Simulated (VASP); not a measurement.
# Na (a cell with a defect) in VASP: single point with PBEsol

Aim: the single point of Na (a cell with a defect) with PBEsol.

All numbers are computed with VASP 6.6.1; they aren't measurements. Logs are shortened: lines on timing, memory, paths and dates and some standing lists are left out, and cuts for length are marked.

## (1) The cell of the first run

The cell holds a defect, 19 atoms: a = 9.835 Å, b = 9.835 Å, c = 9.835 Å, α = 106.39°, β = 106.39°, γ = 115.84°.

## (2) Single point, PBEsol

File INCAR:

```
SYSTEM = Na
PREC = Accurate
ENCUT = 520
EDIFF = 1E-7
ISMEAR = 0
SIGMA = 0.1
LREAL = Auto
LASPH = .TRUE.
NELM = 80
ALGO = Normal
ISIF = 2
LWAVE = .FALSE.
LCHARG = .FALSE.
GGA = PS
NBANDS = 82
```

File KPOINTS:

```
Automatic mesh
0
G
  4 4 4
  0 0 0
```

File POSCAR:

```
Na
1.0
   -3.7266933756      7.4533867512     -5.2236781878
    3.7266933756     -7.4533867512     -5.2236781878
   -7.4533867512     -3.7266933756      5.2236781878
Na
19
Direct
    0.6963582348      0.9030006715      0.5993589423
    0.8499999898      0.9500000065      0.3000000503
    0.5438550099      0.8459239720      0.8975200970
    0.2459238983      0.7484039285      0.5020689419
    0.3985921489      0.7995877365      0.1981799213
    0.6561451314      0.5540761492      0.7024800101
    0.8014077950      0.6004121872      0.4018200182
    0.9540761145      0.6515961714      0.0979310513
    0.0515961250      0.3536650871      0.8975200970
    0.1995877646      0.4014078029      0.6009955675
    0.3500000078      0.4500000245      0.3000000503
    0.5036417896      0.4969992790      0.0006411045
    0.6000000200      0.2000000067      0.8000000267
    0.7536651481      0.2561451181      0.5020689956
    0.8969992387      0.2963581947      0.1933574693
    0.1484038609      0.0463348786      0.7024800101
    0.3030006728      0.1036417975      0.4066424702
    0.4463349396      0.1438549966      0.0979310513
    0.0004122153     -0.0014078432     -0.0009956279
```

Potentials or basis: VASP PAW PBE potentials, release 64 (Na_pv).

The run is started by

```console
$ cat potpaw_PBE.64/Na_pv/POTCAR > POTCAR
$ mpirun -np 1 vasp_std > vasp.out
```

OUTCAR:

```text
SYSTEM = Na
   PREC = Accurate
   ENCUT = 520
   EDIFF = 1E-7
   ISMEAR = 0
   LREAL = Auto
   LASPH = .TRUE.
   NELM = 80
   ISIF = 2
   GGA = PS

 ion  position               nearest neighbor table
   1  0.696  0.903  0.599-
   2  0.850  0.950  0.300-
   3  0.544  0.846  0.898-
   4  0.246  0.748  0.502-
   5  0.399  0.800  0.198-
   6  0.656  0.554  0.702-
[... 11 lines left out ...]
  18  0.446  0.144  0.098-
  19  0.000  0.999  0.999-

  LATTYP: Found a body centered tetragonal cell.
 ALAT       =    11.7848392080
 C/A-ratio  =     0.8865081815

  Lattice vectors:

 A1 = (  -3.7266933756,   7.4533867512,  -5.2236781878)
 A2 = (   3.7266933756,  -7.4533867512,  -5.2236781878)
 A3 = (  -7.4533867512,  -3.7266933756,   5.2236781878)

Analysis of symmetry for initial positions (statically):
=====================================================================
 Subroutine PRICEL returns:
 Original cell was already a primitive cell.

 Routine SETGRP: Setting up the symmetry group for a
 body centered tetragonal supercell.

 Subroutine GETGRP returns: Found  8 space group operations
 (whereof  2 operations were pure point group operations)
 out of a pool of 16 trial point group operations.

The static configuration has the point symmetry C_1h.
 The point group associated with its full space group is C_4h.

Analysis of symmetry for dynamics (positions and initial velocities):
=====================================================================
 Subroutine PRICEL returns:
 Original cell was already a primitive cell.

 Routine SETGRP: Setting up the symmetry group for a
 body centered tetragonal supercell.

 Subroutine GETGRP returns: Found  8 space group operations
 (whereof  2 operations were pure point group operations)
 out of a pool of 16 trial point group operations.

The dynamic configuration has the point symmetry C_1h.
 The point group associated with its full space group is C_4h.

 Subroutine INISYM returns: Found  8 space group operations
 (whereof  2 operations are pure point group operations),
 and found     1 'primitive' translations

----------------------------------------------------------------------------------------

                                     Primitive cell

  volume of cell :     725.4771

  direct lattice vectors                    reciprocal lattice vectors
    -3.726693376  7.453386751 -5.223678188    -0.080500318  0.026833439 -0.095717994
     3.726693376 -7.453386751 -5.223678188    -0.026833439 -0.080500318 -0.095717994
    -7.453386751 -3.726693376  5.223678188    -0.107333757 -0.053666878  0.000000000

  length of vectors
     9.835040996  9.835040996  9.835040996     0.127915085  0.127915085  0.120002788

  position of ions in fractional coordinates (direct lattice)
     0.696358235  0.903000672  0.599358942
     0.849999990  0.950000006  0.300000050
     0.543855010  0.845923972  0.897520097
     0.245923898  0.748403928  0.502068942
     0.398592149  0.799587737  0.198179921
     0.656145131  0.554076149  0.702480010
[... 11 lines left out ...]
     0.446334940  0.143854997  0.097931051
     0.000412215  0.998592157  0.999004372

  ion indices of the primitive-cell ions
   primitive index   ion index
                 1           1
                 2           2
                 3           3
                 4           4
                 5           5
                 6           6
[... 11 lines left out ...]
                18          18
                19          19

----------------------------------------------------------------------------------------

 KPOINTS: Automatic mesh

Automatic generation of k-mesh.
 Grid dimensions read from file:
 generate k-points for:    4    4    4

 Generating k-lattice:

  Cartesian coordinates                     Fractional coordinates (reciprocal lattice)
    -0.020125079  0.006708360 -0.023929499     0.250000000 -0.000000000  0.000000000
    -0.006708360 -0.020125079 -0.023929499    -0.000000000  0.250000000  0.000000000
    -0.026833439 -0.013416720  0.000000000     0.000000000  0.000000000  0.250000000

  Length of vectors
     0.031978771  0.031978771  0.030000697

  Shift w.r.t. Gamma in fractional coordinates (k-lattice)
     0.000000000  0.000000000  0.000000000

 Subroutine IBZKPT returns following result:
 ===========================================

 Found     14 irreducible k-points:

 Following reciprocal coordinates:
            Coordinates               Weight
  0.000000  0.000000  0.000000      1.000000
  0.250000  0.000000 -0.000000      8.000000
  0.500000  0.000000 -0.000000      4.000000
  0.250000  0.250000 -0.000000      8.000000
  0.500000  0.250000  0.000000      8.000000
 -0.250000  0.500000  0.000000      8.000000
 -0.250000  0.250000  0.000000      4.000000
  0.500000  0.500000 -0.000000      2.000000
  0.250000  0.250000  0.250000      2.000000
 -0.250000  0.250000  0.250000      4.000000
  0.500000  0.500000  0.250000      4.000000
 -0.250000  0.500000  0.250000      8.000000
 -0.250000 -0.250000  0.250000      2.000000
  0.500000  0.500000  0.500000      1.000000
   k-points           NKPTS =     14   k-points in BZ     NKDIM =     14   number of bands    NBANDS=     82
   number of dos      NEDOS =    301   number of ions     NIONS =     19
   total plane-waves  NPLWV = 512000
   dimension x,y,z NGX =    80 NGY =   80 NGZ =   80
   dimension x,y,z NGXF=   160 NGYF=  160 NGZF=  160
   ions per type =              19
   NGX,Y,Z   is equivalent  to a cutoff of  13.52, 13.52, 13.52 a.u.
   NGXF,Y,Z  is equivalent  to a cutoff of  27.05, 27.05, 27.05 a.u.
 SYSTEM =  Na
   PREC   = accura    normal or accurate (medium, high low for compatibility)
   ISTART =      0    job   : 0-new  1-cont  2-samecut
   ICHARG =      2    charge: 1-file 2-atom 10-const
   ISPIN  =      1    spin polarized calculation?
   LNONCOLLINEAR =      F non collinear calculations
   LSORBIT =      F    spin-orbit coupling
   LASPH  =      T    aspherical Exc in radial PAW
   ENCUT  =  520.0 eV  38.22 Ry    6.18 a.u.  18.29 18.29 18.29*2*pi/ulx,y,z
   NELM   =     80;   NELMIN=  2; NELMDL= -5     # of ELM steps
   EDIFF  = 0.1E-06   stopping-criterion for ELM
   LREAL  =      T    real-space projection
   EDIFFG = 0.1E-05   stopping-criterion for IOM
   NSW    =      0    number of steps for IOM
   IBRION =     -1    ionic relax: 0-MD 1-quasi-New 2-CG
   NFREE  =      0    steps in history (QN), initial steepest desc. (CG)
   ISIF   =      2    stress and relaxation
   ISYM   =      2    0-nonsym 1-usesym 2-fastsym
   POTIM  = 0.5000    time-step for ionic-motion
   TEBEG  =    0.0;   TEEND  =   0.0 temperature during run
   PSTRESS=    0.0 pullay stress
   NELECT =     133.0000    total number of electrons
   NUPDOWN=      -1.0000    fix difference up-down
   EMIN   =  10.00;   EMAX   =-10.00  energy-range for DOS
   EFERMI =   0.00;   METHOD = LEGACY
   ISMEAR =     0;   SIGMA  =   0.10  broadening in eV -4-tet -1-fermi 0-gaus
   EFERMI_NEDOS =   21; number of points for ismear=-14 and -15
   IALGO  =     38    algorithm
   IMIX   =      4    mixing-type and parameters
     AMIX     =   0.40;   BMIX     =  1.00
     AMIX_MAG =   1.60;   BMIX_MAG =  1.00
  volume/ion in A,a.u.               =      38.18       257.67
  Fermi-wavevector in a.u.,A,eV,Ry     =   0.930003  1.757450 11.767743  0.864905
  Thomas-Fermi vector in A             =   2.056345
   LORBIT       =      0    0 simple, 1 ext, 2 COOP (PROOUT), +10 PAW based schemes
   GGA     = PS    functional components
   LHFCALC =     F    Hartree Fock is set to
   AEXX    =    0.0000 exact exchange contribution
   IVDW    =     0    specifies the selected vdW correction
   LEPSILON=     F    determine dielectric tensor
   LRPA    =     F    only Hartree local field effects (RPA)
 non-spin polarized calculation
 Gauss-broadening in eV      SIGMA  =   0.10
  energy-cutoff  :      520.00
  volume of cell :      725.48
 maximum number of plane-waves:     19552
 NGX is ok and might be reduce to    80
   NGX = 37   NGY = 37   NGZ = 37

 number of electron     133.0000001 magnetization

 Free energy of the ion-electron system (eV)
  ---------------------------------------------------
  ext. energy  EPLUGINS =         0.00000000
  ---------------------------------------------------
  free energy    TOTEN  =       -26.24757690 eV

  energy without entropy =      -26.20733993  energy(sigma->0) =      -26.22745842

 E-fermi :   0.2342     XC(G=0):  -6.4068

 val. band max:        0.2295224804   @ k =   0.2500   0.2500   0.2500
 cond. band min:       0.2501815869   @ k =   0.2500   0.2500  -0.0000
 fundamental gap:      0.0206591065
 Fermi energy:         0.2342451696

 k-point     1 :       0.0000    0.0000    0.0000
  band No.  band energies     occupation
      1     -24.6498      2.00000
      2     -24.6484      2.00000
      3     -24.6482      2.00000
      4     -24.6477      2.00000
      5     -24.6455      2.00000
      6     -24.6455      2.00000
[... 70 lines left out ...]
     77       3.2576      0.00000
     78       3.2576      0.00000

 k-point     2 :       0.2500    0.0000   -0.0000
  band No.  band energies     occupation
      1     -24.6492      2.00000
      2     -24.6487      2.00000
      3     -24.6480      2.00000
      4     -24.6478      2.00000
      5     -24.6469      2.00000
      6     -24.6462      2.00000
[... 70 lines left out ...]
     77       2.3446      0.00000
     78       2.5320      0.00000
[... 889 lines left out ...]
     77       2.2508      0.00000
     78       2.2508      0.00000

 k-point    14 :       0.5000    0.5000    0.5000
  band No.  band energies     occupation
      1     -24.6493      2.00000
      2     -24.6488      2.00000
      3     -24.6488      2.00000
      4     -24.6478      2.00000
      5     -24.6478      2.00000
      6     -24.6467      2.00000
[... 70 lines left out ...]
     77       2.2849      0.00000
     78       2.5512      0.00000
 [bands above 78 left out]

------------------------ aborting loop because EDIFF is reached ----------------------------------------

  FORCE on cell =-STRESS in cart. coord.  units (eV):
  Direction    XX          YY          ZZ          XY          YZ          ZX
  --------------------------------------------------------------------------------------
  -------------------------------------------------------------------------------------
  Total       -0.5635820     -0.5635820     -0.5490976      0.0000000     -0.0000000      0.0000000
  in kB       -1.2446407     -1.2446407     -1.2126525      0.0000001     -0.0000000      0.0000000
  external PRESSURE =      -1.2339779 kB  Pullay stress =       0.0000000 kB

 VOLUME and BASIS-vectors are now :
 -----------------------------------------------------------------------------
  energy-cutoff  :      520.00
  volume of cell :      725.48
      direct lattice vectors                 reciprocal lattice vectors
    -3.726693376  7.453386751 -5.223678188    -0.080500318  0.026833439 -0.095717994
     3.726693376 -7.453386751 -5.223678188    -0.026833439 -0.080500318 -0.095717994
    -7.453386751 -3.726693376  5.223678188    -0.107333757 -0.053666878  0.000000000

 POSITION                                       TOTAL-FORCE (eV/Angst)
 -----------------------------------------------------------------------------------
     -3.69716     -3.77381     -5.22368        -0.001192     -0.000696      0.000000
     -1.86335     -1.86335     -7.83552         0.000000     -0.000000      0.000000
     -5.56385     -5.59622     -2.57140         0.000396     -0.000417      0.001684
     -1.86952     -5.61623     -2.57140        -0.000417     -0.000396      0.001684
      0.01728     -3.72733     -5.22368        -0.003948      0.000805     -0.000000
     -5.61624     -1.85717     -2.65228        -0.000396      0.000417     -0.001684
[... 11 lines left out ...]
     -1.85717      1.88954     -2.57140         0.000417      0.000396      0.001684
     -3.72606    -11.16280      0.00000        -0.000805     -0.003948      0.000000
 -----------------------------------------------------------------------------------
    total drift:                                0.001210      0.001269      0.000046

  FREE ENERGIE OF THE ION-ELECTRON SYSTEM (eV)
  ---------------------------------------------------
  free  energy   TOTEN  =       -26.2475768998 eV

  energy  without entropy=      -26.2073399337  energy(sigma->0) =      -26.22745842
```

It took 17 min on 1 thread of Intel Xeon Platinum 8488C (Sapphire Rapids), shared host; peak memory 1.2 GiB.

Results:

```
Free energy            : -26.2476 eV
Pressure               : -0.1 GPa
Largest force          : 0.004 eV/Å
Band gap on the k mesh : zero (an odd number of electrons rules out a gap without spin polarisation)
```

Forces on the atoms (eV/Å):
```
Na  -0.001 -0.001  0.000
Na   0.000  0.000  0.000
Na   0.000  0.000  0.002
Na   0.000  0.000  0.002
Na  -0.004  0.001  0.000
Na   0.000  0.000 -0.002
Na   0.004 -0.001  0.000
Na   0.000  0.000 -0.002
Na   0.000  0.000 -0.002
Na   0.001  0.004  0.000
Na   0.000  0.000  0.000
Na   0.001  0.001  0.000
Na   0.000  0.000  0.000
Na   0.000  0.000 -0.002
Na   0.001 -0.001  0.000
Na   0.000  0.000  0.002
Na  -0.001  0.001  0.000
Na   0.000  0.000  0.002
Na  -0.001 -0.004  0.000
```

Caveat: the PAW data sets were made with another functional, which shifts forces and pressure a little.

The gap in the log of VASP goes by the Fermi energy; the results here count the filled bands.